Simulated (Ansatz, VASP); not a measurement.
Sn2Se in VASP and in Ansatz

```
CELL_PARAMETERS angstrom
5.58174 0.00000 0.00000
-2.79087 4.83393 0.00000
0.00000 0.00000 2.94409
ATOMIC_POSITIONS crystal
Sn 0.33333 0.66667 0.00000
Sn 0.66667 0.33333 0.00000
Se 0.00000 0.00000 0.00000
```

Alike in both runs: functional PBE; k mesh 6 × 6 × 4; occupations gaussian, width 0.1 eV; no spin polarisation.

Ansatz relaxed the structure, and its values are those at the end. VASP's run is a single point on that final structure, the one shown.

```csv
,VASP,Ansatz
version,VASP 6.6.1,Ansatz 0.2.0
potentials or method,"VASP PAW PBE potentials, release 64 (Sn_d, Se), cutoff 520 eV","scalar-relativistic, plane waves, PAW"
valence electrons in the cell,34,44
```

|  | VASP | Ansatz | Ansatz less VASP |
| --- | --- | --- | --- |
| gap on the k mesh at the Fermi level (eV) | none | none | - |
| pressure (GPa) | -0.1 | 0.0 | +0.05 |

A gap of «none» marks a metal or a gap that the smearing closes. VASP's potentials hold 34 valence electrons a cell and Ansatz's 44, so a difference there can come from the potentials and not from the codes.

The k mesh is coarse, so the values compare programs but aren't converged.
